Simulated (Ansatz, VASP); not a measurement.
# One calculation of BN, two programs

Contents of INCAR:

```
SYSTEM = BN
PREC = Accurate
ENCUT = 520
EDIFF = 1E-7
ISMEAR = -1
SIGMA = 0.05
LREAL = .FALSE.
LASPH = .TRUE.
NELM = 80
ALGO = Normal
ISIF = 2
LWAVE = .FALSE.
LCHARG = .FALSE.
GGA = PE
NBANDS = 16
```

Contents of KPOINTS:

```
regular mesh
0
G
  12 12 6
  0 0 0
```

The input POSCAR:

```
BN
1.0
    2.3694419887      0.0000000000      0.0000000000
   -1.1847209944      2.0519969550      0.0000000000
    0.0000000000      0.0000000000      3.9284586604
B N
2 2
Direct
    0.3333333333      0.6666666667      0.0014940786
    0.6666666667      0.3333333333      0.5014940786
    0.3333333333      0.6666666667      0.3745059214
    0.6666666667      0.3333333333      0.8745059214
```

Input for Ansatz:

```yaml
crystal:
  lattice:
    - [2.3694419887, 0.0, 0.0]
    - [-1.1847209944, 2.051996955, 0.0]
    - [0.0, 0.0, 3.9284586604]
  atoms:
    - { symbol: B, position: [0.3333333333, 0.6666666667, 0.0014940786] }
    - { symbol: B, position: [0.6666666667, 0.3333333333, 0.5014940786] }
    - { symbol: "N", position: [0.3333333333, 0.6666666667, 0.3745059214] }
    - { symbol: "N", position: [0.6666666667, 0.3333333333, 0.8745059214] }
kpoints:
  mp_grid: { grid: [12, 12, 6] }
scf:
  occupations: { method: fermi_dirac, width: 0.05 }
hamiltonian:
  xc: pbe
  pseudopotentials: { kind: paw }
output:
  forces: true
  stress: true
  eigenvalues: true
  populations: true
  write_density: true
  write_potential: true
  elf: true
  volumetric_format: npy
```

Change from the starting cell: volume scaled by 0.8, PAW files.

Alike in both runs: task single point; functional PBE; k mesh 12 × 12 × 6; occupations fermi-dirac, width 0.05 eV; no spin polarisation.

|  | VASP | Ansatz |
| --- | --- | --- |
| version | VASP 6.6.1 | Ansatz 0.2.0 |
| potentials or method | VASP PAW PBE potentials, release 64 (B, N) | PAW with Ansatz's default frozen-core files, scalar-relativistic |
| plane-wave cutoff (eV) | 520 | 420 |
| valence electrons in the cell | 16 | 16 |

```tsv
	VASP	Ansatz	Ansatz less VASP
gap on the k mesh at the Fermi level (eV)	4.61	4.64	+0.030
pressure (GPa)	125.3	124.3	-0.98
traceless stress, the component that is largest in VASP (GPa)	0.07	0.03	-0.039
```

Both programs put the cell under a high pressure, so it lies far from rest at this level. The functional is the same, so the differences come from potentials, cutoffs and numerics.

Noted on VASP's run: the cell as given lies far from equilibrium.
